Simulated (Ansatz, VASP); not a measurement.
## One calculation of BeS, two programs

The input POSCAR:

```
BeS
1.0
    0.0000000000      2.4569115543      2.4569115543
    2.4569115543      0.0000000000      2.4569115543
    2.4569115543      2.4569115543      0.0000000000
S Be
1 1
Direct
    0.7500000000      0.7500000000      0.7500000000
    0.0000000000      0.0000000000      0.0000000000
```

INCAR.step1

```
SYSTEM = BeS
PREC     = Accurate       ! precision mode
ENCUT    = 520            ! plane-wave cutoff, eV
EDIFF    = 1E-5           ! SCF threshold, eV
ISMEAR   = -1             ! smearing method
SIGMA    = 0.05           ! smearing width, eV
LREAL    = .False.        ! projectors in reciprocal space
LASPH    = .True.         ! aspherical terms in the spheres
NELM     = 80             ! most SCF steps
ALGO     = Normal         ! electronic algorithm
ISIF     = 2              ! what is computed and relaxed
LWAVE    = .True.         ! write WAVECAR
LCHARG   = .False.        ! write CHGCAR
GGA      = PE             ! functional
NBANDS   = 11             ! bands
```

The input INCAR.step2:

```
SYSTEM = BeS
PREC     = Accurate       ! precision mode
ENCUT    = 520            ! plane-wave cutoff, eV
EDIFF    = 1E-7           ! SCF threshold, eV
ISMEAR   = -1             ! smearing method
SIGMA    = 0.05           ! smearing width, eV
LREAL    = .False.        ! projectors in reciprocal space
LASPH    = .True.         ! aspherical terms in the spheres
NELM     = 80             ! most SCF steps
ALGO     = Normal         ! electronic algorithm
ISIF     = 2              ! what is computed and relaxed
LWAVE    = .False.        ! write WAVECAR
LCHARG   = .False.        ! write CHGCAR
GGA      = PE             ! functional
LHFCALC  = .True.         ! exact exchange
AEXX     = 0.25           ! exact-exchange fraction
PRECFOCK = Normal       
ISTART   = 1            
NBANDS   = 11             ! bands
```

Contents of KPOINTS:

```
regular mesh
0
Gamma
  6 6 6
  0 0 0
```

The input input:

```
crystal:
  lattice:
    - [0.0, 2.4569115543, 2.4569115543]
    - [2.4569115543, 0.0, 2.4569115543]
    - [2.4569115543, 2.4569115543, 0.0]
  atoms:
    - { symbol: S, position: [0.75, 0.75, 0.75] }
    - { symbol: Be, position: [0.0, 0.0, 0.0] }
hamiltonian:
  xc: pbe0
  pseudopotentials: { kind: paw }
kpoints:
  mp_grid: { grid: [6, 6, 6] }
scf:
  occupations: { method: fermi_dirac, width: 0.05 }
output:
  forces: true
  stress: true
  eigenvalues: true
```

Alike in both runs: task single point; functional PBE0; k mesh 6 × 6 × 6; occupations fermi-dirac, width 0.05 eV; no spin polarisation.

|  | VASP | Ansatz |
| --- | --- | --- |
| version | VASP 6.6.1 | Ansatz 0.2.0 |
| potentials or method | VASP PAW PBE potentials, release 64 (S, Be) | Ansatz PAW |
| plane-wave cutoff (eV) | 520 | 420 |
| valence electrons in the cell | 8 | 8 |

Ansatz gave:

* gap on the k mesh at the Fermi level (eV): 4.85
* least direct gap on the mesh (eV): 7.43
* pressure (GPa): -3.5

Task: What did VASP give for the same quantities?

Result: gap on the k mesh at the Fermi level (eV): 4.86; least direct gap on the mesh (eV): 7.44; pressure (GPa): -3.6.
